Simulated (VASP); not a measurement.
# SiC (a cell with a defect) in VASP: single point with PBEsol

Aim: the single point of SiC (a cell with a defect) with PBEsol.

Program: VASP 6.6.1. These are calculated values, not measurements. Logs are shortened: lines on timing, memory, paths and dates and some standing lists are left out, and cuts for length are marked.

### 1 The cell of the first run

The cell holds a defect, 94 atoms: a = 9.234 Å, b = 10.663 Å, c = 10.076 Å, α = 90.00°, β = 90.00°, γ = 90.00°.

### 2 Single point, PBEsol, collinear spin

Contents of INCAR:

```
PREC = Accurate
ENCUT = 520
EDIFF = 1E-6
ISMEAR = -1
SIGMA = 0.05
LREAL = Auto
LASPH = True
NELM = 200
ALGO = Normal
ISIF = 2
LWAVE = False
LCHARG = True
ISPIN = 2
MAGMOM = 0 0 0 0 0 0 0 0 0 0 0 0 0 0 0 0 0 0 0 0 0 0 0 0 0 0 0 0 0 0.25 0 0 0 0 0 0.25 0 0 0 0.25 0 0 0 0.25 0 0 0 0 0 0 0 0 0 0 0 0 0 0 0 0 0 0 0 0 0 0.25 0 0 0 0 0 0 0 0.25 0 0 0.25 0.25 0 0 0 0 0 0 0 0 0 0 0 0 0 0 0 0
LORBIT = 11
GGA = PS
LELF = True
LVHAR = True
NBANDS = 245
ISYM = 0
GGA_COMPAT = False
NCORE = 4
```

Contents of KPOINTS:

```
Automatic mesh
0
Gamma
  1 1 1
  0.25 0.25 0.25
```

Contents of POSCAR:

```
SiC
1.0
    9.2342040000      0.0000000000      0.0000000000
    0.0000000000     10.6627400000      0.0000000000
    0.0000000000      0.0000000000     10.0759470000
Si C
47 47
Direct
    0.9990830000      0.9998520000      0.4987320000
    0.3336260000      0.0002940000      0.4993900000
    0.1684390000      0.2528000000      0.4990880000
    0.0052210000      0.4996880000      0.5000040000
    0.6681350000      0.9999810000      0.4986970000
    0.4990350000      0.2530400000      0.4986420000
    0.1674480000      0.7475330000      0.5006920000
    0.8335800000      0.2510050000      0.4979110000
    0.6625620000      0.4992720000      0.4992290000
    0.5001220000      0.7476660000      0.5004520000
    0.8337200000      0.7479160000      0.4994940000
    0.0017510000      0.1680100000      0.2519700000
    0.3332750000      0.1674060000      0.2507400000
    0.1674970000      0.4170460000      0.2524260000
    0.0006510000      0.6656180000      0.2508450000
    0.6646640000      0.1683970000      0.2521330000
    0.4995560000      0.4170540000      0.2524100000
    0.3335030000      0.6646270000      0.2517440000
    0.1677490000      0.9149060000      0.2515460000
    0.8329180000      0.4188750000      0.2523570000
    0.6661930000      0.6657650000      0.2506900000
    0.4989390000      0.9150110000      0.2514550000
    0.8333730000      0.9150750000      0.2511510000
    0.1679470000      0.0847680000      0.7483520000
    0.0021130000      0.3349290000      0.7484370000
    0.4987670000      0.0851460000      0.7484890000
    0.3331940000      0.3377300000      0.7465310000
    0.1693050000      0.5825060000      0.7480130000
    0.0000350000      0.8318660000      0.7491570000
    0.8335050000      0.0842670000      0.7375330000
    0.6644550000      0.3348740000      0.7483790000
    0.4970750000      0.5822210000      0.7473890000
    0.3335080000      0.8326650000      0.7492030000
    0.8332690000      0.5824660000      0.7488310000
    0.6667520000      0.8318630000      0.7492240000
    0.0088360000      0.9953260000      0.0038820000
    0.3335390000      0.9979570000      0.0014050000
    0.1686180000      0.2506050000      0.0010920000
    0.9997160000      0.5021160000      0.0010930000
    0.6577450000      0.9956730000      0.0042430000
    0.4978550000      0.2510240000      0.0012320000
    0.3330880000      0.5007080000      0.9976430000
    0.1671080000      0.7491100000      0.0011240000
    0.8331870000      0.2608610000      0.0045330000
    0.6671340000      0.5020190000      0.0009620000
    0.4999230000      0.7487950000      0.0011290000
    0.8334120000      0.7485350000      0.0014360000
    0.9986100000      0.0008890000      0.1877530000
    0.3334610000      0.9996280000      0.1879490000
    0.1669760000      0.2493620000      0.1864760000
    0.9994480000      0.4997660000      0.1865730000
    0.6683510000      0.0010460000      0.1877050000
    0.4993610000      0.2495420000      0.1865130000
    0.3333950000      0.4996470000      0.1856740000
    0.1663130000      0.7499520000      0.1872070000
    0.8332250000      0.2486890000      0.1879010000
    0.6670740000      0.5000740000      0.1865070000
    0.5006150000      0.7499610000      0.1870990000
    0.8335320000      0.7496540000      0.1878060000
    0.0001010000      0.9997950000      0.6895160000
    0.3335580000      0.9999180000      0.6873860000
    0.1668220000      0.2500810000      0.6872630000
    0.0000960000      0.5005640000      0.6876620000
    0.6666210000      0.9999720000      0.6897840000
    0.4996000000      0.2503640000      0.6870120000
    0.3328610000      0.5018920000      0.6998150000
    0.1661550000      0.7506980000      0.6879860000
    0.8332980000      0.2511280000      0.6894120000
    0.6664220000      0.5004610000      0.6873300000
    0.5006400000      0.7506960000      0.6878930000
    0.8333070000      0.7497810000      0.6873320000
    0.9994420000      0.1650770000      0.4391090000
    0.3335600000      0.1659890000      0.4380080000
    0.1535550000      0.4097700000      0.4322530000
    0.0001870000      0.6664240000      0.4382390000
    0.6676770000      0.1652700000      0.4393290000
    0.5155030000      0.4091290000      0.4308540000
    0.3337150000      0.6815320000      0.4330240000
    0.1655780000      0.9170530000      0.4395330000
    0.8340900000      0.4179440000      0.4396660000
    0.6672710000      0.6665190000      0.4380510000
    0.5018540000      0.9173570000      0.4390730000
    0.8335900000      0.9149930000      0.4386120000
    0.1657390000      0.0833940000      0.9365800000
    0.0005050000      0.3320070000      0.9372380000
    0.5008570000      0.0845310000      0.9372860000
    0.3330060000      0.3323700000      0.9374910000
    0.1641320000      0.5848430000      0.9382160000
    0.9977450000      0.8343470000      0.9373470000
    0.6659600000      0.3319940000      0.9371520000
    0.5020860000      0.5839590000      0.9380500000
    0.3335130000      0.8329120000      0.9378700000
    0.8333640000      0.5834410000      0.9369750000
    0.6688510000      0.8342160000      0.9374190000
```

Potentials or basis: VASP PAW PBE potentials, release 64 (Si, C).

Command:

```bash
> cat potpaw_PBE.64/Si/POTCAR potpaw_PBE.64/C/POTCAR > POTCAR
> mpirun -np 4 vasp_std > vasp.out
```

OUTCAR:

```text
PREC = Accurate
   ENCUT = 520
   EDIFF = 1E-6
   ISMEAR = -1
   LREAL = Auto
   LASPH = True
   NELM = 200
   ISIF = 2
   ISPIN = 2
   LORBIT = 11
   GGA = PS
   ISYM = 0

 ion  position               nearest neighbor table
   1  0.999  1.000  0.499-  72 1.86  79 1.87  83 1.88  60 1.92  30 2.99   5 3.06  23 3.06  12 3.07
                            19 3.07   8 3.08   2 3.09  11 3.09  29 3.09  24 3.09   7 3.11   3 3.12
   2  0.334  0.000  0.499-  73 1.87  79 1.89  82 1.89  61 1.89  22 3.07  19 3.07  26 3.07  24 3.07
                            13 3.07  33 3.09   5 3.09   1 3.09   3 3.09   6 3.10   7 3.10  10 3.10
   3  0.168  0.253  0.499-  74 1.81  73 1.89  62 1.90  72 1.92   4 3.03  14 3.04   6 3.05  27 3.06
                            12 3.06  13 3.07  25 3.07  24 3.09   8 3.09   2 3.09   1 3.12
   4  0.005  0.500  0.500-  74 1.81  75 1.88  63 1.89  80 1.90   3 3.03   7 3.04  14 3.04  28 3.05
                            25 3.06  15 3.07  20 3.08  11 3.08   8 3.09  34 3.10
   5  0.668  1.000  0.499-  76 1.86  82 1.87  83 1.88  64 1.93  30 2.99   1 3.06  23 3.06  16 3.07
                            22 3.08   8 3.08   2 3.09  11 3.09  35 3.10  26 3.10  10 3.11   6 3.12
   6  0.499  0.253  0.499-  77 1.81  73 1.89  65 1.90  76 1.91   9 3.03  17 3.04   3 3.05  16 3.05
                            27 3.07  13 3.07  31 3.07  26 3.09   8 3.09   2 3.10   5 3.12
   7  0.167  0.748  0.501-  78 1.82  75 1.88  67 1.89  79 1.91   4 3.04  28 3.05  18 3.07  10 3.07
                            33 3.07  29 3.08  15 3.08  19 3.08  11 3.08   2 3.10   1 3.11
   8  0.834  0.251  0.498-  80 1.87  76 1.88  72 1.88  68 1.93  30 3.00  20 3.05  12 3.06  16 3.06
                             5 3.08   9 3.08   1 3.08   4 3.09   6 3.09   3 3.09  25 3.10  31 3.10
   9  0.663  0.499  0.499-  77 1.80  81 1.89  69 1.90  80 1.90   6 3.03  17 3.04  10 3.04  32 3.06
                            31 3.06  20 3.07  21 3.07   8 3.08  11 3.09  34 3.10
  10  0.500  0.748  0.500-  78 1.82  81 1.88  70 1.89  82 1.91   9 3.04  32 3.05  18 3.07   7 3.07
                            21 3.07  35 3.08  33 3.08  22 3.08  11 3.08   2 3.10   5 3.11
  11  0.834  0.748  0.499-  75 1.87  81 1.87  83 1.88  71 1.89  15 3.07  34 3.07  23 3.07  21 3.07
                            29 3.08  10 3.08   7 3.08  35 3.08   4 3.08   9 3.09   1 3.09   5 3.09
  12  0.002  0.168  0.252-  50 1.88  72 1.89  56 1.89  48 1.90   8 3.06  13 3.06   3 3.06  14 3.06
                             1 3.07  38 3.09  20 3.10  44 3.10  19 3.10  36 3.11  16 3.11  23 3.11
  13  0.333  0.167  0.251-  53 1.88  50 1.88  73 1.89  49 1.90  16 3.06  12 3.06   3 3.07   6 3.07
                            41 3.07  38 3.07  14 3.07  17 3.07   2 3.07  37 3.09  22 3.10  19 3.10
  14  0.167  0.417  0.252-  74 1.82  54 1.89  51 1.90  50 1.91   3 3.04   4 3.04  18 3.05  12 3.06
                            15 3.07  17 3.07  13 3.07  20 3.09  38 3.09  39 3.10  42 3.12
  15  0.001  0.666  0.251-  51 1.88  55 1.89  75 1.89  59 1.89  20 3.05  39 3.06  14 3.07  11 3.07
                             4 3.07  19 3.07  18 3.07  23 3.08   7 3.08  47 3.08  43 3.08  21 3.09
  16  0.665  0.168  0.252-  53 1.88  76 1.89  56 1.89  52 1.90   6 3.05   8 3.06  17 3.06  13 3.06
                             5 3.07  41 3.09  20 3.09  44 3.10  40 3.10  22 3.11  12 3.11  23 3.12
  17  0.500  0.417  0.252-  77 1.81  54 1.89  57 1.90  53 1.91   6 3.04   9 3.04  18 3.05  16 3.06
                            21 3.07  14 3.07  13 3.07  20 3.08  41 3.09  45 3.10  42 3.12
  18  0.334  0.665  0.252-  78 1.84  54 1.88  58 1.91  55 1.91  14 3.05  17 3.05   7 3.07  10 3.07
[... 92 lines left out ...]
  81  0.667  0.667  0.438-  11 1.87  10 1.88   9 1.89  21 1.89
  82  0.502  0.917  0.439-   5 1.87   2 1.89  22 1.89  10 1.91
  83  0.834  0.915  0.439-   1 1.88   5 1.88  11 1.88  23 1.89
[... 1147 lines left out ...]
  band No.  band energies     occupation
      1      -7.4275      1.00000
      2      -6.9113      1.00000
      3      -6.8475      1.00000
      4      -6.6526      1.00000
      5      -6.2851      1.00000
      6      -6.1873      1.00000
[... 801 lines left out ...]
    199      11.3850      0.00000
    200      11.4503      0.00000
 [bands above 200 left out]

------------------------ aborting loop because EDIFF is reached ----------------------------------------

  FORCE on cell =-STRESS in cart. coord.  units (eV):
  Direction    XX          YY          ZZ          XY          YZ          ZX
  --------------------------------------------------------------------------------------
  -------------------------------------------------------------------------------------
  Total        2.8561755      6.1921979      5.0056273      0.1411239      0.1592344     -0.1967202
  in kB        4.6125524     10.0000288      8.0837883      0.2279067      0.2571540     -0.3176914
  external PRESSURE =       7.5654565 kB  Pullay stress =       0.0000000 kB

 VOLUME and BASIS-vectors are now :
 -----------------------------------------------------------------------------
  energy-cutoff  :      520.00
  volume of cell :      992.10
      direct lattice vectors                 reciprocal lattice vectors
     9.234204000  0.000000000  0.000000000     0.108293037  0.000000000  0.000000000
     0.000000000 10.662740000  0.000000000     0.000000000  0.093784524  0.000000000
     0.000000000  0.000000000 10.075947000     0.000000000  0.000000000  0.099246254

 POSITION                                       TOTAL-FORCE (eV/Angst)
 -----------------------------------------------------------------------------------
      9.22574     10.66116      5.02520         0.029322     -0.041946      0.006782
      3.08077      0.00313      5.03183         0.011154     -0.114562      0.005453
      1.55540      2.69554      5.02878        -0.017055     -0.103806      0.093711
      0.04821      5.32804      5.03801         0.031847      0.130739      0.041332
      6.16969     10.66254      5.02484        -0.030328     -0.040886      0.034735
      4.60819      2.69810      5.02429        -0.053658     -0.158148      0.150582
[... 86 lines left out ...]
      7.69545      6.22108      9.44091        -0.006461     -0.013665      0.011625
      6.17631      8.89503      9.44538         0.010785      0.026107     -0.001437
 -----------------------------------------------------------------------------------
    total drift:                               -0.011487     -0.001267     -0.008422

  FREE ENERGIE OF THE ION-ELECTRON SYSTEM (eV)
  ---------------------------------------------------
  free  energy   TOTEN  =      -737.2041833744 eV

  energy  without entropy=     -737.0794025113  energy(sigma->0) =     -737.14179294

 total charge

# of ion       s       p       d       tot
------------------------------------------
    1        0.714   0.973   0.000   1.687
    2        0.711   0.970   0.000   1.681
    3        0.711   0.977   0.000   1.687
    4        0.711   0.984   0.000   1.695
    5        0.714   0.972   0.000   1.686
    6        0.711   0.977   0.000   1.688
[... 86 lines left out ...]
   93        0.835   1.706   0.000   2.541
   94        0.838   1.688   0.000   2.526
--------------------------------------------------
tot         72.879 124.923   0.000 197.802

 magnetization (x)

# of ion       s       p       d       tot
------------------------------------------
    1       -0.000  -0.000   0.000  -0.000
    2        0.000   0.000   0.000   0.000
    3        0.000  -0.000   0.000  -0.000
    4        0.000   0.000   0.000   0.000
    5        0.000   0.000   0.000   0.000
    6       -0.000  -0.000   0.000  -0.000
[... 86 lines left out ...]
   93       -0.000  -0.000   0.000  -0.000
   94        0.000   0.000   0.000   0.000
--------------------------------------------------
tot         -0.000  -0.000   0.000  -0.000
```

Run time: 30 min. Hardware: 4 MPI ranks of Intel Xeon 6975P-C (Granite Rapids), shared host; peak memory 0.58 GiB.

What came out:

```
Free energy                                           : -737.2042 eV
Pressure                                              : 0.8 GPa
Largest force                                         : 0.509 eV/Å
Band gap on the k mesh                                : 0.09 eV
Net moment                                            : 0.00 μB per cell
Valence electrons inside the program's atomic spheres : Si 1.69, 1.68, 1.70, 1.67, 1.66, 1.65 (each value once); C 2.52, 2.53, 2.54, 2.51, 2.50, 2.48 (each value once)
```

Forces in eV/Å, atoms in the order of the input:
```
Si   0.029 -0.042  0.007
Si   0.011 -0.115  0.005
Si  -0.017 -0.104  0.094
Si   0.032  0.131  0.041
Si  -0.030 -0.041  0.035
Si  -0.054 -0.158  0.151
Si   0.341 -0.090 -0.192
Si   0.015 -0.069  0.046
Si  -0.010  0.237  0.143
Si  -0.374 -0.088 -0.177
Si  -0.019 -0.012 -0.003
Si  -0.006 -0.025 -0.026
Si   0.001 -0.061 -0.022
Si   0.010  0.042 -0.104
Si   0.051  0.055  0.002
Si   0.030 -0.082 -0.045
Si  -0.058  0.055 -0.249
Si  -0.003  0.194  0.471
Si   0.054 -0.055  0.065
Si   0.089 -0.014 -0.080
Si  -0.025  0.074  0.019
Si   0.003 -0.066  0.034
Si   0.013  0.000  0.005
Si   0.005 -0.033 -0.008
Si  -0.019 -0.032  0.031
Si   0.008 -0.040  0.023
Si  -0.010  0.009  0.043
Si  -0.053  0.049 -0.055
Si   0.006 -0.011  0.004
Si  -0.017 -0.030  0.002
Si   0.010 -0.012  0.017
Si   0.036  0.058 -0.012
Si  -0.009 -0.018 -0.021
Si  -0.015  0.031  0.005
Si  -0.028  0.006  0.004
Si  -0.030  0.034  0.035
Si  -0.019 -0.012 -0.002
Si  -0.016 -0.040 -0.047
Si  -0.028 -0.037 -0.030
Si   0.024 -0.015 -0.050
Si  -0.021  0.014 -0.027
Si  -0.004 -0.049  0.015
Si  -0.034  0.092  0.066
Si   0.009 -0.028 -0.005
Si  -0.015 -0.025 -0.034
Si  -0.015  0.041  0.021
Si  -0.006  0.035 -0.008
C   -0.009  0.018 -0.012
C   -0.026  0.053 -0.013
C   -0.007  0.032  0.062
C    0.012 -0.014  0.064
C   -0.034  0.033  0.053
C    0.031  0.026  0.048
C   -0.002 -0.064 -0.015
C   -0.073 -0.044 -0.121
C   -0.006  0.037  0.032
C    0.001 -0.036  0.016
C    0.058 -0.035 -0.115
C   -0.013 -0.026  0.005
C    0.024  0.016 -0.011
C   -0.005  0.028  0.007
C    0.014  0.018 -0.036
C    0.007 -0.015 -0.003
C   -0.014  0.000 -0.031
C    0.012  0.018 -0.037
C    0.028 -0.217  0.031
C   -0.022  0.009  0.058
C    0.012  0.034 -0.039
C    0.017 -0.027 -0.030
C    0.037 -0.001  0.043
C    0.026 -0.003 -0.003
C   -0.037  0.118  0.004
C    0.013  0.075 -0.025
C   -0.153  0.027  0.025
C   -0.057 -0.009 -0.004
C    0.051  0.070 -0.038
C    0.050  0.055  0.180
C    0.020  0.052 -0.175
C   -0.121  0.119 -0.006
C   -0.012 -0.077 -0.071
C    0.061 -0.061 -0.001
C    0.090  0.083  0.055
C    0.001  0.016 -0.014
C    0.028  0.131  0.071
C    0.028  0.004 -0.012
C    0.012 -0.067 -0.070
C    0.027 -0.013  0.009
C    0.056 -0.123 -0.019
C   -0.011 -0.048 -0.021
C    0.013  0.024 -0.005
C    0.015  0.017 -0.032
C    0.014  0.000 -0.001
C   -0.006 -0.014  0.012
C    0.011  0.026 -0.001
```

Levels at points of the mesh, in eV from the valence-band top:
Spin up:
```tsv
k point	band 186	band 187	band 188	band 189	band 190	band 191
(0.25, 0.25, 0.25)	-1.32	-0.22	0.00	0.09	0.55	0.71
```
Spin down:
```
           k point  band 185  band 186  band 187  band 188  band 189  band 190  band 191  band 192
(0.25, 0.25, 0.25)     -1.43     -1.32     -0.22      0.00      0.09      0.55      0.71      0.84
```

Caveat: semilocal functionals underestimate gaps, and a narrow one can read as zero; the PAW data sets were made with another functional, which shifts forces and pressure a little.
